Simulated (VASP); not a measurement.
# LiF in VASP: a series of runs

LiF is run at these levels: PBE, r2SCAN; tasks: single point.

Program: VASP 6.6.1. These are calculated values, not measurements. Logs are shortened: lines on timing, memory, paths and dates and some standing lists are left out, and cuts for length are marked.

**1. The cell of the first run**

It takes space group Fm-3m (No. 225, cubic). The conventional cell has a = 4.123 Å, b = 4.123 Å, c = 4.123 Å, α = 90.00°, β = 90.00°, γ = 90.00°. Within 2.7 Å of Li (site symmetry m-3m) lie 6 F at 2.06 Å. F (site symmetry m-3m) has 6 Li at 2.06 Å within 2.7 Å.

**2. Single point, PBE (strain +3.4%)**

Contents of INCAR:

```
SYSTEM = LiF
ALGO = Normal ; EDIFF = 1E-6
ENCUT = 520 ; GGA = PE
ISIF = 2 ; ISMEAR = -1
LASPH = .TRUE. ; LCHARG = .FALSE.
LREAL = .FALSE. ; LWAVE = .FALSE.
NBANDS = 12 ; NELM = 80
PREC = Accurate ; SIGMA = 0.02
```

Contents of KPOINTS:

```
k-points
0
G
  10 10 10
  0 0 0
```

Contents of POSCAR:

```
LiF
1.0
    0.0000000000      2.0616999439      2.0616999439
    2.0616999439      0.0000000000      2.0616999439
    2.0616999439      2.0616999439      0.0000000000
Li F
1 1
Direct
    0.0000000000      0.0000000000      0.0000000000
    0.5000000000      0.5000000000      0.5000000000
```

Potentials or basis: VASP PAW PBE potentials, release 64 (Li_sv, F).

Started as:

```console
> cat potpaw_PBE.64/Li_sv/POTCAR potpaw_PBE.64/F/POTCAR > POTCAR
> mpirun -np 1 vasp_std > vasp.out
```

OUTCAR:

```text
SYSTEM = LiF
   EDIFF = 1E-6
   ENCUT = 520
   GGA = PE
   ISIF = 2
   ISMEAR = -1
   LASPH = .TRUE.
   LREAL = .FALSE.
   NELM = 80
   PREC = Accurate

 ion  position               nearest neighbor table
   1  0.000  0.000  0.000-   2 2.06   2 2.06   2 2.06   2 2.06   2 2.06   2 2.06
   2  0.500  0.500  0.500-   1 2.06   1 2.06   1 2.06   1 2.06   1 2.06   1 2.06

  LATTYP: Found a face centered cubic cell.
 ALAT       =     4.1233998878

  Lattice vectors:

 A1 = (   0.0000000000,   2.0616999439,   2.0616999439)
 A2 = (   2.0616999439,   0.0000000000,   2.0616999439)
 A3 = (   2.0616999439,   2.0616999439,   0.0000000000)

Analysis of symmetry for initial positions (statically):
=====================================================================
 Subroutine PRICEL returns:
 Original cell was already a primitive cell.

 Routine SETGRP: Setting up the symmetry group for a
 face centered cubic supercell.

 Subroutine GETGRP returns: Found 48 space group operations
 (whereof 48 operations were pure point group operations)
 out of a pool of 48 trial point group operations.

The static configuration has the point symmetry O_h .

Analysis of symmetry for dynamics (positions and initial velocities):
=====================================================================
 Subroutine PRICEL returns:
 Original cell was already a primitive cell.

 Routine SETGRP: Setting up the symmetry group for a
 face centered cubic supercell.

 Subroutine GETGRP returns: Found 48 space group operations
 (whereof 48 operations were pure point group operations)
 out of a pool of 48 trial point group operations.

The dynamic configuration has the point symmetry O_h .

 Subroutine INISYM returns: Found 48 space group operations
 (whereof 48 operations are pure point group operations),
 and found     1 'primitive' translations

----------------------------------------------------------------------------------------

                                     Primitive cell

  volume of cell :      17.5270

  direct lattice vectors                    reciprocal lattice vectors
     0.000000000  2.061699944  2.061699944    -0.242518317  0.242518317  0.242518317
     2.061699944  0.000000000  2.061699944     0.242518317 -0.242518317  0.242518317
     2.061699944  2.061699944  0.000000000     0.242518317  0.242518317 -0.242518317

  length of vectors
     2.915684022  2.915684022  2.915684022     0.420054046  0.420054046  0.420054046

  position of ions in fractional coordinates (direct lattice)
     0.000000000  0.000000000  0.000000000
     0.500000000  0.500000000  0.500000000

  ion indices of the primitive-cell ions
   primitive index   ion index
                 1           1
                 2           2

----------------------------------------------------------------------------------------

 KPOINTS: k-points

Automatic generation of k-mesh.
 Grid dimensions read from file:
 generate k-points for:   10   10   10

 Generating k-lattice:

  Cartesian coordinates                     Fractional coordinates (reciprocal lattice)
    -0.024251832  0.024251832  0.024251832     0.100000000  0.000000000  0.000000000
     0.024251832 -0.024251832  0.024251832     0.000000000  0.100000000  0.000000000
     0.024251832  0.024251832 -0.024251832     0.000000000  0.000000000  0.100000000

  Length of vectors
     0.042005405  0.042005405  0.042005405

  Shift w.r.t. Gamma in fractional coordinates (k-lattice)
     0.000000000  0.000000000  0.000000000

 Subroutine IBZKPT returns following result:
 ===========================================

 Found     47 irreducible k-points:

 Following reciprocal coordinates:
            Coordinates               Weight
  0.000000  0.000000  0.000000      1.000000
  0.100000  0.000000  0.000000      8.000000
  0.200000  0.000000  0.000000      8.000000
  0.300000  0.000000  0.000000      8.000000
  0.400000  0.000000  0.000000      8.000000
  0.500000  0.000000  0.000000      4.000000
[... 16 lines left out ...]
  0.300000  0.300000  0.000000      6.000000
  0.400000  0.300000  0.000000     24.000000
 [... further k-points ...]
   k-points           NKPTS =     47   k-points in BZ     NKDIM =     47   number of bands    NBANDS=     12
   number of dos      NEDOS =    301   number of ions     NIONS =      2
   total plane-waves  NPLWV =  13824
   dimension x,y,z NGX =    24 NGY =   24 NGZ =   24
   dimension x,y,z NGXF=    48 NGYF=   48 NGZF=   48
   ions per type =               1   1
   NGX,Y,Z   is equivalent  to a cutoff of  13.68, 13.68, 13.68 a.u.
   NGXF,Y,Z  is equivalent  to a cutoff of  27.37, 27.37, 27.37 a.u.
 SYSTEM =  LiF
   PREC   = accura    normal or accurate (medium, high low for compatibility)
   ISTART =      0    job   : 0-new  1-cont  2-samecut
   ICHARG =      2    charge: 1-file 2-atom 10-const
   ISPIN  =      1    spin polarized calculation?
   LNONCOLLINEAR =      F non collinear calculations
   LSORBIT =      F    spin-orbit coupling
   LASPH  =      T    aspherical Exc in radial PAW
   ENCUT  =  520.0 eV  38.22 Ry    6.18 a.u.   5.42  5.42  5.42*2*pi/ulx,y,z
   NELM   =     80;   NELMIN=  2; NELMDL= -5     # of ELM steps
   EDIFF  = 0.1E-05   stopping-criterion for ELM
   LREAL  =      F    real-space projection
   EDIFFG = 0.1E-04   stopping-criterion for IOM
   NSW    =      0    number of steps for IOM
   IBRION =     -1    ionic relax: 0-MD 1-quasi-New 2-CG
   NFREE  =      0    steps in history (QN), initial steepest desc. (CG)
   ISIF   =      2    stress and relaxation
   ISYM   =      2    0-nonsym 1-usesym 2-fastsym
   POTIM  = 0.5000    time-step for ionic-motion
   TEBEG  =    0.0;   TEEND  =   0.0 temperature during run
   PSTRESS=    0.0 pullay stress
   NELECT =      10.0000    total number of electrons
   NUPDOWN=      -1.0000    fix difference up-down
   EMIN   =  10.00;   EMAX   =-10.00  energy-range for DOS
   EFERMI =   0.00;   METHOD = LEGACY
   ISMEAR =    -1;   SIGMA  =   0.02  broadening in eV -4-tet -1-fermi 0-gaus
   EFERMI_NEDOS =   21; number of points for ismear=-14 and -15
   IALGO  =     38    algorithm
   IMIX   =      4    mixing-type and parameters
     AMIX     =   0.40;   BMIX     =  1.00
     AMIX_MAG =   1.60;   BMIX_MAG =  1.00
  volume/ion in A,a.u.               =       8.76        59.14
  Fermi-wavevector in a.u.,A,eV,Ry     =   1.357811  2.565891 25.084397  1.843651
  Thomas-Fermi vector in A             =   2.484698
   LORBIT       =      0    0 simple, 1 ext, 2 COOP (PROOUT), +10 PAW based schemes
   GGA     = PE    functional components
   LHFCALC =     F    Hartree Fock is set to
   AEXX    =    0.0000 exact exchange contribution
   IVDW    =     0    specifies the selected vdW correction
   LEPSILON=     F    determine dielectric tensor
   LRPA    =     F    only Hartree local field effects (RPA)
 non-spin polarized calculation
  energy-cutoff  :      520.00
  volume of cell :       17.53
 maximum number of plane-waves:       495
 NGX is ok and might be reduce to    24
   NGX = 11   NGY = 11   NGZ = 11

 number of electron      10.0000005 magnetization

 Free energy of the ion-electron system (eV)
  ---------------------------------------------------
  ext. energy  EPLUGINS =         0.00000000
  ---------------------------------------------------
  free energy    TOTEN  =        -9.63541477 eV

  energy without entropy =       -9.63541477  energy(sigma->0) =       -9.63541477

 E-fermi :  -0.9073     XC(G=0):  -9.6451

 val. band max:       -1.4233150211   @ k =   0.0000   0.0000   0.0000
 cond. band min:       7.0679889186   @ k =   0.0000   0.0000   0.0000
 fundamental gap:      8.4913039398
 Fermi energy:        -0.9072764895

 k-point     1 :       0.0000    0.0000    0.0000
  band No.  band energies     occupation
      1     -42.5147      2.00000
      2     -21.2115      2.00000
      3      -1.4233      2.00000
      4      -1.4233      2.00000
      5      -1.4233      2.00000
      6       7.0680      0.00000
      7      21.6265      0.00000
      8      21.6265      0.00000
      9      21.6265      0.00000
     10      22.2115      0.00000
     11      22.2115      0.00000
     12      22.2115      0.00000

 k-point     2 :       0.1000    0.0000    0.0000
  band No.  band energies     occupation
      1     -42.5108      2.00000
      2     -21.1789      2.00000
      3      -1.6905      2.00000
      4      -1.4440      2.00000
      5      -1.4440      2.00000
      6       7.3589      0.00000
      7      19.1835      0.00000
      8      20.5036      0.00000
      9      20.5036      0.00000
     10      23.1092      0.00000
     11      23.1629      0.00000
     12      23.1629      0.00000

 k-point     3 :       0.2000    0.0000    0.0000
  band No.  band energies     occupation
      1     -42.5000      2.00000
      2     -21.0865      2.00000
      3      -2.3275      2.00000
      4      -1.4969      2.00000
      5      -1.4969      2.00000
      6       8.0284      0.00000
      7      16.7790      0.00000
      8      19.0979      0.00000
      9      19.0979      0.00000
     10      24.0066      0.00000
     11      24.4624      0.00000
     12      24.4624      0.00000

 k-point     4 :       0.3000    0.0000    0.0000
  band No.  band energies     occupation
      1     -42.4867      2.00000
      2     -20.9686      2.00000
      3      -3.0277      2.00000
      4      -1.5602      2.00000
      5      -1.5602      2.00000
      6       8.6485      0.00000
      7      15.2559      0.00000
      8      17.9268      0.00000
      9      17.9268      0.00000
     10      25.2631      0.00000
     11      26.0411      0.00000
     12      26.0412      0.00000

 k-point     5 :       0.4000    0.0000    0.0000
  band No.  band energies     occupation
      1     -42.4759      2.00000
      2     -20.8695      2.00000
      3      -3.5461      2.00000
      4      -1.6098      2.00000
      5      -1.6098      2.00000
      6       8.9375      0.00000
      7      14.6235      0.00000
      8      17.1709      0.00000
      9      17.1709      0.00000
     10      26.7358      0.00000
     11      27.6281      0.00000
     12      27.6281      0.00000
[... 228 lines left out ...]
      1     -42.4724      2.00000
      2     -20.8135      2.00000
      3      -3.2582      2.00000
      4      -2.4587      2.00000
      5      -1.6417      2.00000
      6      10.0095      0.00000
      7      13.9175      0.00000
      8      17.1733      0.00000
      9      17.3697      0.00000
     10      26.3856      0.00000
     11      26.7567      0.00000
     12      26.8931      0.00000

 k-point    22 :      -0.2000    0.2000    0.0000
  band No.  band energies     occupation
      1     -42.4824      2.00000
      2     -20.9173      2.00000
      3      -2.9023      2.00000
      4      -2.1986      2.00000
      5      -1.5217      2.00000
      6       9.2982      0.00000
      7      14.7327      0.00000
      8      17.5904      0.00000
      9      17.9245      0.00000
     10      25.0194      0.00000
     11      25.2140      0.00000
     12      27.5861      0.00000

 k-point    23 :       0.3000    0.3000    0.0000
  band No.  band energies     occupation
      1     -42.4785      2.00000
      2     -20.8502      2.00000
      3      -3.1628      2.00000
      4      -2.0190      2.00000
      5      -2.0190      2.00000
      6      10.1895      0.00000
      7      16.1052      0.00000
      8      16.9046      0.00000
      9      18.2186      0.00000
     10      18.2186      0.00000
     11      31.4387      0.00000
     12      32.0066      0.00000

 k-point    24 :       0.4000    0.3000    0.0000
  band No.  band energies     occupation
      1     -42.4704      2.00000
      2     -20.7559      2.00000
      3      -3.5328      2.00000
      4      -2.2087      2.00000
      5      -2.1077      2.00000
      6      11.0174      0.00000
      7      14.9255      0.00000
      8      16.3788      0.00000
      9      17.9730      0.00000
     10      19.0362      0.00000
     11      30.9213      0.00000
     12      32.2577      0.00000

 [... further k-points ...]
[... 5 lines left out ...]
  --------------------------------------------------------------------------------------
  -------------------------------------------------------------------------------------
  Total       -0.3242917     -0.3242917     -0.3242917      0.0000000      0.0000000      0.0000000
  in kB      -29.6442219    -29.6442219    -29.6442219      0.0000000      0.0000000      0.0000000
  external PRESSURE =     -29.6442219 kB  Pullay stress =       0.0000000 kB

 VOLUME and BASIS-vectors are now :
 -----------------------------------------------------------------------------
  energy-cutoff  :      520.00
  volume of cell :       17.53
      direct lattice vectors                 reciprocal lattice vectors
     0.000000000  2.061699944  2.061699944    -0.242518317  0.242518317  0.242518317
     2.061699944  0.000000000  2.061699944     0.242518317 -0.242518317  0.242518317
     2.061699944  2.061699944  0.000000000     0.242518317  0.242518317 -0.242518317

 POSITION                                       TOTAL-FORCE (eV/Angst)
 -----------------------------------------------------------------------------------
      0.00000      0.00000      0.00000         0.000000      0.000000     -0.000000
      2.06170      2.06170      2.06170        -0.000000     -0.000000      0.000000
 -----------------------------------------------------------------------------------
    total drift:                               -0.000000     -0.000000      0.000000

  FREE ENERGIE OF THE ION-ELECTRON SYSTEM (eV)
  ---------------------------------------------------
  free  energy   TOTEN  =        -9.6354147698 eV

  energy  without entropy=       -9.6354147698  energy(sigma->0) =       -9.63541477
```

Wall time 4.6 s (1 thread of Intel Xeon Platinum 8488C (Sapphire Rapids), shared host); peak memory 0.13 GiB.

What came out:

```
Free energy            : -9.6354 eV
Band gap on the k mesh : 8.49 eV, direct
```

Levels at points of the mesh, in eV from the valence-band top:
```
           k point  band 2  band 3  band 4  band 5  band 6  band 7  band 8  band 9
(0.00, 0.00, 0.00)  -19.79    0.00    0.00    0.00    8.49   23.05   23.05   23.05
(0.50, 0.00, 0.00)  -19.41   -2.31   -0.21   -0.21   10.41   15.92   18.33   18.33
(0.50, 0.50, 0.00)  -19.19   -2.72   -0.90   -0.90   14.17   16.14   16.62   19.42
```

Caveat: the cell differs from its parent crystal (strain +3.4%); the cutoff is under 1.25 times the usual one of these potentials, so pressure, stress and relaxed cells hold a basis-set (Pulay) error. A k mesh can miss the band edges.

[end of part 1 of 2]
